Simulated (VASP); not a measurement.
# HfC (rocksalt type) (Fm-3m) in VASP: a series of runs

Runs on HfC (rocksalt type). Level: PBE. Tasks: relaxation of cell and atoms.

Program: VASP 6.6.1. These are calculated values, not measurements. Logs are shortened: lines on timing, memory, paths and dates and some standing lists are left out, and cuts for length are marked.

### Step 1. The cell of the first run

The structure is cubic, space group Fm-3m (No. 225). The conventional cell has a = 4.317 Å, b = 4.317 Å, c = 4.317 Å, α = 90.00°, β = 90.00°, γ = 90.00°. Hf (site symmetry m-3m) has 6 C at 2.16 Å within 2.9 Å. C (site symmetry m-3m) has 6 Hf at 2.16 Å within 2.9 Å.

### Step 2. Relaxation of cell and atoms, PBE

File INCAR:

```
SYSTEM = HfC
PREC     = Accurate       ! precision mode
ENCUT    = 600            ! plane-wave cutoff, eV
EDIFF    = 1E-7           ! SCF threshold, eV
ISMEAR   = -1             ! smearing method
SIGMA    = 0.1            ! smearing width, eV
LREAL    = .FALSE.        ! projectors in reciprocal space
LASPH    = .TRUE.         ! aspherical terms in the spheres
NELM     = 100            ! most SCF steps
ALGO     = Normal         ! electronic algorithm
ISIF     = 3              ! what is computed and relaxed
LWAVE    = .FALSE.        ! write WAVECAR
LCHARG   = .FALSE.        ! write CHGCAR
GGA      = PE             ! functional
IBRION   = 2              ! ionic algorithm
NSW      = 60             ! ionic steps
EDIFFG   = -0.005         ! ionic threshold
```

File KPOINTS:

```
Automatic mesh
0
G
  16 16 16
  0 0 0
```

File POSCAR:

```
HfC
1.0
    0.0000000000      2.1586006647      2.1586006647
    2.1586006647      0.0000000000      2.1586006647
    2.1586006647      2.1586006647      0.0000000000
Hf C
1 1
Direct
    0.0000000000      0.0000000000      0.0000000000
    0.5000000000      0.5000000000      0.5000000000
```

Potentials or basis: VASP PAW PBE potentials, release 64 (Hf_pv, C).

On the command line:

```console
$ cat potpaw_PBE.64/Hf_pv/POTCAR potpaw_PBE.64/C/POTCAR > POTCAR
$ mpirun -np 1 vasp_std > vasp.out
```

OUTCAR:

```text
SYSTEM = HfC
   PREC = Accurate
   ENCUT = 600
   EDIFF = 1E-7
   ISMEAR = -1
   LREAL = .FALSE.
   LASPH = .TRUE.
   NELM = 100
   ISIF = 3
   GGA = PE
   IBRION = 2
   NSW = 60
   EDIFFG = -0.005

 ion  position               nearest neighbor table
   1  0.000  0.000  0.000-   2 2.16   2 2.16   2 2.16   2 2.16   2 2.16   2 2.16
   2  0.500  0.500  0.500-   1 2.16   1 2.16   1 2.16   1 2.16   1 2.16   1 2.16

  LATTYP: Found a face centered cubic cell.
 ALAT       =     4.3172013294

  Lattice vectors:

 A1 = (   0.0000000000,   2.1586006647,   2.1586006647)
 A2 = (   2.1586006647,   0.0000000000,   2.1586006647)
 A3 = (   2.1586006647,   2.1586006647,   0.0000000000)

Analysis of symmetry for initial positions (statically):
=====================================================================
 Subroutine PRICEL returns:
 Original cell was already a primitive cell.

 Routine SETGRP: Setting up the symmetry group for a
 face centered cubic supercell.

 Subroutine GETGRP returns: Found 48 space group operations
 (whereof 48 operations were pure point group operations)
 out of a pool of 48 trial point group operations.

The static configuration has the point symmetry O_h .

Analysis of symmetry for dynamics (positions and initial velocities):
=====================================================================
 Subroutine PRICEL returns:
 Original cell was already a primitive cell.

 Routine SETGRP: Setting up the symmetry group for a
 face centered cubic supercell.

 Subroutine GETGRP returns: Found 48 space group operations
 (whereof 48 operations were pure point group operations)
 out of a pool of 48 trial point group operations.

The dynamic configuration has the point symmetry O_h .

 Subroutine INISYM returns: Found 48 space group operations
 (whereof 48 operations are pure point group operations),
 and found     1 'primitive' translations

----------------------------------------------------------------------------------------

                                     Primitive cell

  volume of cell :      20.1162

  direct lattice vectors                    reciprocal lattice vectors
     0.000000000  2.158600665  2.158600665    -0.231631542  0.231631542  0.231631542
     2.158600665  0.000000000  2.158600665     0.231631542 -0.231631542  0.231631542
     2.158600665  2.158600665  0.000000000     0.231631542  0.231631542 -0.231631542

  length of vectors
     3.052722336  3.052722336  3.052722336     0.401197599  0.401197599  0.401197599

  position of ions in fractional coordinates (direct lattice)
     0.000000000  0.000000000  0.000000000
     0.500000000  0.500000000  0.500000000

  ion indices of the primitive-cell ions
   primitive index   ion index
                 1           1
                 2           2

----------------------------------------------------------------------------------------

 KPOINTS: Automatic mesh

Automatic generation of k-mesh.
 Grid dimensions read from file:
 generate k-points for:   16   16   16

 Generating k-lattice:

  Cartesian coordinates                     Fractional coordinates (reciprocal lattice)
    -0.014476971  0.014476971  0.014476971     0.062500000  0.000000000  0.000000000
     0.014476971 -0.014476971  0.014476971     0.000000000  0.062500000  0.000000000
     0.014476971  0.014476971 -0.014476971     0.000000000  0.000000000  0.062500000

  Length of vectors
     0.025074850  0.025074850  0.025074850

  Shift w.r.t. Gamma in fractional coordinates (k-lattice)
     0.000000000  0.000000000  0.000000000

 Subroutine IBZKPT returns following result:
 ===========================================

 Found    145 irreducible k-points:

 Following reciprocal coordinates:
            Coordinates               Weight
  0.000000  0.000000  0.000000      1.000000
  0.062500  0.000000  0.000000      8.000000
  0.125000  0.000000  0.000000      8.000000
  0.187500  0.000000  0.000000      8.000000
  0.250000  0.000000  0.000000      8.000000
  0.312500  0.000000  0.000000      8.000000
[... 16 lines left out ...]
 -0.125000  0.062500  0.000000     24.000000
 -0.062500  0.062500  0.000000     12.000000
 [... further k-points ...]
   k-points           NKPTS =    145   k-points in BZ     NKDIM =    145   number of bands    NBANDS=     11
   number of dos      NEDOS =    301   number of ions     NIONS =      2
   total plane-waves  NPLWV =  13824
   dimension x,y,z NGX =    24 NGY =   24 NGZ =   24
   dimension x,y,z NGXF=    48 NGYF=   48 NGZF=   48
   ions per type =               1   1
   NGX,Y,Z   is equivalent  to a cutoff of  13.07, 13.07, 13.07 a.u.
   NGXF,Y,Z  is equivalent  to a cutoff of  26.14, 26.14, 26.14 a.u.
 SYSTEM =  HfC
   PREC   = accura    normal or accurate (medium, high low for compatibility)
   ISTART =      0    job   : 0-new  1-cont  2-samecut
   ICHARG =      2    charge: 1-file 2-atom 10-const
   ISPIN  =      1    spin polarized calculation?
   LNONCOLLINEAR =      F non collinear calculations
   LSORBIT =      F    spin-orbit coupling
   LASPH  =      T    aspherical Exc in radial PAW
   ENCUT  =  600.0 eV  44.10 Ry    6.64 a.u.   6.10  6.10  6.10*2*pi/ulx,y,z
   NELM   =    100;   NELMIN=  2; NELMDL= -5     # of ELM steps
   EDIFF  = 0.1E-06   stopping-criterion for ELM
   LREAL  =      F    real-space projection
   EDIFFG = -.5E-02   stopping-criterion for IOM
   NSW    =     60    number of steps for IOM
   IBRION =      2    ionic relax: 0-MD 1-quasi-New 2-CG
   NFREE  =      1    steps in history (QN), initial steepest desc. (CG)
   ISIF   =      3    stress and relaxation
   ISYM   =      2    0-nonsym 1-usesym 2-fastsym
   POTIM  = 0.5000    time-step for ionic-motion
   TEBEG  =    0.0;   TEEND  =   0.0 temperature during run
   PSTRESS=    0.0 pullay stress
   NELECT =      14.0000    total number of electrons
   NUPDOWN=      -1.0000    fix difference up-down
   EMIN   =  10.00;   EMAX   =-10.00  energy-range for DOS
   EFERMI =   0.00;   METHOD = LEGACY
   ISMEAR =    -1;   SIGMA  =   0.10  broadening in eV -4-tet -1-fermi 0-gaus
   EFERMI_NEDOS =   21; number of points for ismear=-14 and -15
   IALGO  =     38    algorithm
   IMIX   =      4    mixing-type and parameters
     AMIX     =   0.40;   BMIX     =  1.00
     AMIX_MAG =   1.60;   BMIX_MAG =  1.00
  volume/ion in A,a.u.               =      10.06        67.88
  Fermi-wavevector in a.u.,A,eV,Ry     =   1.450781  2.741579 28.637075  2.104766
  Thomas-Fermi vector in A             =   2.568354
   LORBIT       =      0    0 simple, 1 ext, 2 COOP (PROOUT), +10 PAW based schemes
   GGA     = PE    functional components
   LHFCALC =     F    Hartree Fock is set to
   AEXX    =    0.0000 exact exchange contribution
   IVDW    =     0    specifies the selected vdW correction
   LEPSILON=     F    determine dielectric tensor
   LRPA    =     F    only Hartree local field effects (RPA)
 conjugate gradient relaxation of ions
 non-spin polarized calculation
  energy-cutoff  :      600.00
  volume of cell :       20.12
 maximum number of plane-waves:       692
   NGX = 13   NGY = 13   NGZ = 13

--------------------------------------- Ionic step        1  -------------------------------------------

 number of electron      14.0000000 magnetization

 Free energy of the ion-electron system (eV)
  ---------------------------------------------------
  ext. energy  EPLUGINS =         0.00000000
  ---------------------------------------------------
  free energy    TOTEN  =       -19.98790899 eV

  energy without entropy =      -19.97949044  energy(sigma->0) =      -19.98369972

------------------------ aborting loop because EDIFF is reached ----------------------------------------

  FORCE on cell =-STRESS in cart. coord.  units (eV):
  Direction    XX          YY          ZZ          XY          YZ          ZX
  --------------------------------------------------------------------------------------
  -------------------------------------------------------------------------------------
  Total       10.3085277     10.3085277     10.3085277     -0.0000000      0.0000000      0.0000000
  in kB      821.0324294    821.0324294    821.0324294     -0.0000000      0.0000000      0.0000000
  external PRESSURE =     821.0324294 kB  Pullay stress =       0.0000000 kB
[... 21 lines left out ...]
  energy  without entropy=      -19.9794904391  energy(sigma->0) =      -19.98369972

--------------------------------------- Ionic step        2  -------------------------------------------

 number of electron      13.9999999 magnetization

 E-fermi :   3.0492     XC(G=0): -10.2516

 val. band max:        3.0229366544   @ k =   0.3750   0.3125   0.0000
 cond. band min:       3.0541209085   @ k =  -0.0625   0.0625   0.0000
 fundamental gap:      0.0311842541
 Fermi energy:         3.0491542762

 k-point     1 :       0.0000    0.0000    0.0000
  band No.  band energies     occupation
      1     -28.6039      2.00000
      2     -28.6039      2.00000
      3     -28.6039      2.00000
      4      -7.2175      2.00000
      5       3.7838      0.00129
      6       3.7838      0.00129
      7       3.7838      0.00129
      8       4.0249      0.00012
      9       4.0249      0.00012
     10       4.0249      0.00012
     11       5.0358      0.00000
[... 427 lines left out ...]
  energy  without entropy=      -21.0378149486  energy(sigma->0) =      -21.04267024

--------------------------------------- Ionic step        5  -------------------------------------------

 number of electron      14.0000001 magnetization

 Free energy of the ion-electron system (eV)
  ---------------------------------------------------
  ext. energy  EPLUGINS =         0.00000000
  ---------------------------------------------------
  free energy    TOTEN  =       -21.04846290 eV

  energy without entropy =      -21.03875323  energy(sigma->0) =      -21.04360806

 E-fermi :   5.9562     XC(G=0): -12.2949

 val. band max:        5.9515223833   @ k =   0.0625   0.0625   0.0000
 cond. band min:       5.9644325146   @ k =   0.5000   0.4375   0.0000
 fundamental gap:      0.0129101312
 Fermi energy:         5.9562265341

 k-point     1 :       0.0000    0.0000    0.0000
  band No.  band energies     occupation
      1     -23.5945      2.00000
      2     -23.5945      2.00000
      3     -23.5945      2.00000
      4      -6.3515      2.00000
      5       6.9680      0.00008
      6       6.9680      0.00008
      7       6.9680      0.00008
      8       7.3604      0.00000
      9       7.3604      0.00000
     10       7.3604      0.00000
     11       9.3649      0.00000
[... 351 lines left out ...]
  FREE ENERGIE OF THE ION-ELECTRON SYSTEM (eV)
  ---------------------------------------------------
  free  energy   TOTEN  =       -21.0484629004 eV

  energy  without entropy=      -21.0387532294  energy(sigma->0) =      -21.04360806

 reached required accuracy - stopping structural energy minimisation
```

Run time: 73 s. Hardware: 1 thread of Intel Xeon Platinum 8488C (Sapphire Rapids), shared host; peak memory 0.19 GiB.

What came out:

| Item | Value |
| --- | --- |
| Free energy | -21.0485 eV |
| Relaxed volume | 12.54 Å³/atom |
| Relaxed cell | a = 3.286 Å, b = 3.286 Å, c = 3.286 Å, α = 60.00°, β = 60.00°, γ = 60.00° |
| Space group after relaxing (to 0.1 Å) | Fm-3m (No. 225) |
| Pressure after relaxing | 0.0 GPa |
| Band gap on the k mesh | zero (bands 7 and 8 overlap by 1.42 eV) |

Final structure:
```
Hf C
1.0
     0.00000    2.32351    2.32351
     2.32351    0.00000    2.32351
     2.32351    2.32351    0.00000
Hf C
1 1
Cartesian
  0.0000 0.0000 0.0000
  2.3235 2.3235 2.3235
```

Levels at points of the mesh, in eV from the Fermi level:
| k point | band 4 | band 5 | band 6 | band 7 | band 8 | band 9 | band 10 | band 11 |
| --- | --- | --- | --- | --- | --- | --- | --- | --- |
| (0.00, 0.00, 0.00) | -12.31 | 1.01 | 1.01 | 1.01 | 1.40 | 1.40 | 1.40 | 3.41 |
| (0.50, 0.00, 0.00) | -8.55 | -6.13 | -2.98 | -2.98 | 5.34 | 5.34 | 5.81 | 6.57 |
| (0.50, 0.50, 0.00) | -10.41 | -2.57 | -1.77 | -0.08 | -0.08 | 5.33 | 6.76 | 6.76 |

Caveat: the volume moved by over 15 % at a fixed basis, so the end points are rough; spin-orbit coupling is left out, which moves the levels of the heavy elements.

### Step 3. Relaxation of cell and atoms, PBE, target pressure 94 GPa, at which the enthalpy is minimised

This run uses another cell than the first one, of 9.81 Å³/atom.

File INCAR:

```
SYSTEM = HfC
ALGO = Normal
EDIFF = 1E-6
EDIFFG = -0.005
ENCUT = 600
GGA = PE
IBRION = 2
ISIF = 3
ISMEAR = -1
LASPH = .TRUE.
LCHARG = .FALSE.
LREAL = .FALSE.
LWAVE = .FALSE.
NELM = 80
NSW = 60
PREC = Accurate
PSTRESS = 940.0
SIGMA = 0.1
```

File KPOINTS:

```
k-points
0
G
  17 17 17
  0 0 0
```

File POSCAR:

```
HfC
1.0
    0.0000000000      2.1407431628      2.1407431628
    2.1407431628      0.0000000000      2.1407431628
    2.1407431628      2.1407431628      0.0000000000
Hf C
1 1
Direct
    0.0000000000      0.0000000000      0.0000000000
    0.5000000000      0.5000000000      0.5000000000
```

Potentials or basis: VASP PAW PBE potentials, release 64 (Hf_pv, C).

On the command line:

```console
$ cat potpaw_PBE.64/Hf_pv/POTCAR potpaw_PBE.64/C/POTCAR > POTCAR
$ mpirun -np 1 vasp_std > vasp.out
```

Run time: 37 s. Hardware: 1 thread of Intel Xeon Platinum 8488C (Sapphire Rapids), shared host; peak memory 0.19 GiB.

Results (log left out):

```yaml
Free_energy: -19.7529 eV
Relaxed_volume: 9.84 Å³/atom
Relaxed_cell: a = 3.031 Å, b = 3.031 Å, c = 3.031 Å, α = 60.00°, β = 60.00°, γ = 60.00°
Space_group_after_relaxing_to_0.1_Å: Fm-3m (No. 225)
Energy_change_on_relaxing_the_run_minimises_the_enthalpy: -20.2 meV/atom
Ionic_steps: 3
Pressure_after_relaxing: 94.0 GPa
Band_gap_on_the_k_mesh: zero (bands 7 and 8 overlap by 1.57 eV)
```

Step by step:
```tsv
step	energy change (eV)	largest force (eV/Å)	pressure (GPa)	volume (Å³)
1	0.0000	0.0000	95.99	19.62
2	-0.1975	0.0000	86.06	19.97
3	-0.0404	0.0000	94.01	19.69
```

Final structure:
```cif
data_structure
_symmetry_space_group_name_H-M 'P 1'
_symmetry_Int_Tables_number 1
_cell_length_a 3.0310
_cell_length_b 3.0310
_cell_length_c 3.0310
_cell_angle_alpha 60.000
_cell_angle_beta 60.000
_cell_angle_gamma 60.000
_cell_volume 19.69
loop_
_atom_site_label
_atom_site_type_symbol
_atom_site_fract_x
_atom_site_fract_y
_atom_site_fract_z
_atom_site_occupancy
Hf1 Hf 0.00000 0.00000 0.00000 1
C1 C 0.50000 0.50000 0.50000 1
```

Levels at points of the mesh, in eV from the Fermi level:
| k point | band 3 | band 4 | band 5 | band 6 | band 7 | band 8 | band 9 | band 10 | band 11 |
| --- | --- | --- | --- | --- | --- | --- | --- | --- | --- |
| (0.00, 0.00, 0.00) | -28.42 | -13.55 | 1.10 | 1.10 | 1.10 | 1.34 | 1.34 | 1.34 | 4.11 |

Caveat: the cell is relaxed towards a set pressure, so the run minimises the enthalpy, not the energy; spin-orbit coupling is left out, which moves the levels of the heavy elements.

(Continued in part 2 of 2.)

The gap in the log of VASP goes by the Fermi energy; the results here count the filled bands.